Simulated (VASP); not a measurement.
Here is a VASP 6.6.1 calculation.

Contents of INCAR:

```
SYSTEM = Cd
  PREC = Accurate
  ENCUT = 520
  EDIFF = 1E-7
  ISMEAR = 0
  SIGMA = 0.15
  LREAL = .FALSE.
  LASPH = .TRUE.
  NELM = 80
  ALGO = Fast
  ISIF = 2
  LWAVE = .FALSE.
  LCHARG = .FALSE.
  GGA = PE
  NBANDS = 12
```

Contents of KPOINTS:

```
regular mesh
0
G
  20 20 20
  0 0 0
```

The input POSCAR:

```
Cd
1.0
   -0.4807044603      2.0056979206      2.0056979206
    2.0056979206     -0.4807044603      2.0056979206
    2.0056979206      2.0056979206     -0.4807044603
Cd
1
Direct
    0.0000000000      0.0000000000      0.0000000000
```

Potentials or basis: VASP PAW PBE potentials, release 64 (Cd).

Launch:

```bash
$ cat potpaw_PBE.64/Cd/POTCAR > POTCAR
$ mpirun -np 1 vasp_std > vasp.out
```

(1) Predict the pressure.

(2) What does it give for the band gap on the k mesh?

## Answers

(1) 7.6 GPa.

(2) zero (bands 6 and 7 overlap by 4.25 eV).

Caveat: the cell stands under pressure.
